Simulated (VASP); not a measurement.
Ce:

```
Ce
1.0
     1.54700    3.00350    0.00000
     1.54700   -3.00350    0.00000
     0.00000    0.00000   -5.24600
Ce
2
Cartesian
  1.5470 -2.3728 -3.9345
  1.5470 2.3728 -1.3115
```

| Quantity | Value |
| --- | --- |
| Program | VASP 6.6.1 |
| Task | relaxation of cell and atoms |
| Functional | PBE |
| Potentials or basis | VASP PAW PBE potentials, release 64 (Ce) |
| Cutoff | 600 eV |
| k mesh | 6 × 6 × 4 |
| Occupations | fermi-dirac, width 0.1 eV |
| Spin | no spin polarisation |

At the start: pressure 3.9 GPa; volume 24.38 Å³/atom.

Problem. How do energy, volume and symmetry change on relaxing?

Solution. Over 13 steps the energy falls by 32.1 meV/atom and the volume is 26.61 Å³/atom (+9.2 %); space group Cmcm (No. 63, to 0.05 Å).

Step by step:
```tsv
step	energy change (eV)	largest force (eV/Å)	pressure (GPa)	volume (Å³)
1	0.0000	0.1249	3.91	48.75
2	-0.0592	0.0435	0.02	53.07
3	-0.0595	0.0363	-0.43	53.41
4	-0.0594	0.0402	-0.15	53.26
5	-0.0634	0.0332	-0.02	53.20
6	-0.0637	0.0285	0.07	53.18
7	-0.0637	0.0307	-0.03	53.18
8	-0.0639	0.0282	0.04	53.14
9	-0.0640	0.0267	0.09	53.07
10	-0.0641	0.0255	0.08	53.05
11	-0.0642	0.0114	-0.06	53.17
12	-0.0642	0.0105	0.04	53.17
13	-0.0642	0.0079	-0.05	53.22
```

Final structure:
```
Ce
1.0
     1.62845    3.08801    0.00000
     1.62845   -3.08801    0.00000
     0.00000    0.00000   -5.29171
Ce
2
Cartesian
  1.6284 -2.4562 -3.9688
  1.6284 2.4562 -1.3229
```

Caveat: the k points lie up to 0.36 Å⁻¹ apart in the final cell.
